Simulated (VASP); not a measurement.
A run of VASP 6.6.1:

The input POSCAR:

```
RbCl
1.0
    0.0000000000      3.3491260998      3.3491260998
    3.3491260998      0.0000000000      3.3491260998
    3.3491260998      3.3491260998      0.0000000000
Rb Cl
1 1
Direct
    0.0000000000      0.0000000000      0.0000000000
    0.5000000000      0.5000000000      0.5000000000
```

Contents of INCAR.step1:

```
SYSTEM = RbCl
PREC     = Accurate       ! precision mode
ENCUT    = 400            ! plane-wave cutoff, eV
EDIFF    = 1E-6           ! SCF threshold, eV
ISMEAR   = 0              ! smearing method
SIGMA    = 0.02           ! smearing width, eV
LREAL    = .FALSE.        ! projectors in reciprocal space
LASPH    = .TRUE.         ! aspherical terms in the spheres
NELM     = 120            ! most SCF steps
ALGO     = Normal         ! electronic algorithm
ISIF     = 2              ! what is computed and relaxed
LWAVE    = .FALSE.        ! write WAVECAR
LCHARG   = .TRUE.         ! write CHGCAR
GGA      = PE             ! functional
NBANDS   = 15             ! bands
GGA_COMPAT= .FALSE.      
NEDOS    = 2001           ! points of the DOS
LORBIT   = 11             ! projections on sites
```

KPOINTS.step1

```
regular mesh
0
G
  6 6 6
  0 0 0
```

The input INCAR.step2:

```
SYSTEM = RbCl
PREC     = Accurate       ! precision mode
ENCUT    = 400            ! plane-wave cutoff, eV
EDIFF    = 1E-6           ! SCF threshold, eV
ISMEAR   = -5             ! smearing method
SIGMA    = 0.02           ! smearing width, eV
LREAL    = .FALSE.        ! projectors in reciprocal space
LASPH    = .TRUE.         ! aspherical terms in the spheres
NELM     = 120            ! most SCF steps
ALGO     = Normal         ! electronic algorithm
ISIF     = 2              ! what is computed and relaxed
LWAVE    = .FALSE.        ! write WAVECAR
LCHARG   = .FALSE.        ! write CHGCAR
GGA      = PE             ! functional
LORBIT   = 11             ! projections on sites
NEDOS    = 2001           ! points of the DOS
ICHARG   = 11             ! starting density
GGA_COMPAT= .FALSE.
```

The input KPOINTS.step2:

```
regular mesh
0
G
  9 9 9
  0 0 0
```

Potentials or basis: VASP PAW PBE potentials, release 64 (Rb_sv, Cl).

The run is started by

```bash
$ cat potpaw_PBE.64/Rb_sv/POTCAR potpaw_PBE.64/Cl/POTCAR > POTCAR
$ cp INCAR.step1 INCAR
$ cp KPOINTS.step1 KPOINTS
$ mpirun -np 1 vasp_std > vasp.out
$ cp INCAR.step2 INCAR
$ cp KPOINTS.step2 KPOINTS
$ mpirun -np 1 vasp_std > vasp.out
```

Hardware: 1 thread of Intel Xeon 8259CL (shared host).

Task: Estimate the wall time of this run.

Result: Wall time 38 s on 1 thread of Intel Xeon 8259CL, on a shared host, peak memory 0.17 GiB. Counts: k points 35.
